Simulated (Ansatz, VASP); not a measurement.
This is a calculation of MoS2 for VASP 6.6.1.

Contents of INCAR:

```
SYSTEM = MoS2
  PREC = Accurate
  ENCUT = 600
  EDIFF = 1E-7
  ISMEAR = -1
  SIGMA = 0.05
  LREAL = .FALSE.
  LASPH = .TRUE.
  NELM = 100
  ALGO = Normal
  ISIF = 3
  LWAVE = .FALSE.
  LCHARG = .FALSE.
  GGA = PE
  IVDW = 12
  IBRION = 2
  NSW = 60
  EDIFFG = -0.01
```

KPOINTS

```
regular mesh
0
G
  10 10 2
  0 0 0
```

File POSCAR:

```
MoS2
1.0
    3.1841260822      0.0000000000      0.0000000000
   -1.5920630411      2.7575340760      0.0000000000
    0.0000000000      0.0000000000     17.3345999500
Mo S
1 2
Direct
    0.0000000000      0.0000000000      0.0000000000
    0.3333333333      0.6666666667      0.9105070200
    0.3333333333      0.6666666667      0.0894929800
```

Potentials or basis: VASP PAW PBE potentials, release 64 (Mo_sv, S).

Run with:

```console
$ cat potpaw_PBE.64/Mo_sv/POTCAR potpaw_PBE.64/S/POTCAR > POTCAR
$ mpirun -np 1 vasp_std > vasp.out
```

Task: Set up the same calculation for Ansatz 0.2.0. Potentials there: Ansatz PAW.

Result: As run (the cutoff follows the program's own potentials):

The input input.yaml:

```yaml
crystal:
  lattice:
    - [3.1841260822, 0.0, 0.0]
    - [-1.5920630411, 2.757534076, 0.0]
    - [0.0, 0.0, 17.33459995]
  atoms:
    - { symbol: Mo, position: [0.0, 0.0, 0.0] }
    - { symbol: S, position: [0.3333333333, 0.6666666667, 0.91050702] }
    - { symbol: S, position: [0.3333333333, 0.6666666667, 0.08949298] }
hamiltonian:
  xc: pbe
  pseudopotentials: { kind: paw }
  dispersion: d3bj
kpoints:
  mp_grid: { grid: [10, 10, 2] }
scf:
  occupations: { method: fermi_dirac, width: 0.05 }
output:
  forces: true
  stress: true
  eigenvalues: true
relax:
  f_tol: 0.01
  max_steps: 40
  cell: { stress_tol: 0.05 }
```

Potentials or basis: Ansatz PAW.

Launch:

```bash
$ ansatz run input.yaml --threads 2 --pin off --max-ram 5632MiB --backend cpu --events-out ev --progress --plain --runs-dir out
```

Both were run:

|  | VASP | Ansatz | Ansatz less VASP |
| --- | --- | --- | --- |
| gap on the k mesh at the Fermi level, each at its own relaxed structure (eV) | 2.00 | 1.30 | -0.701 |
| relaxed volume (Å³/atom) | 50.05 | 19.14 | -30.906 |
| relaxed cell length with the largest relative difference (Å) | 17.436 | 6.687 | -10.7487 |

One of these differences is far larger than is usual between the two programs; its cause wasn't traced.

Noted on Ansatz's run: the volume moved by over 15 % at a fixed basis, so the end points are rough; the plane-wave basis is chosen anew once the cell has moved, so the energies of steps on either side of that aren't comparable.
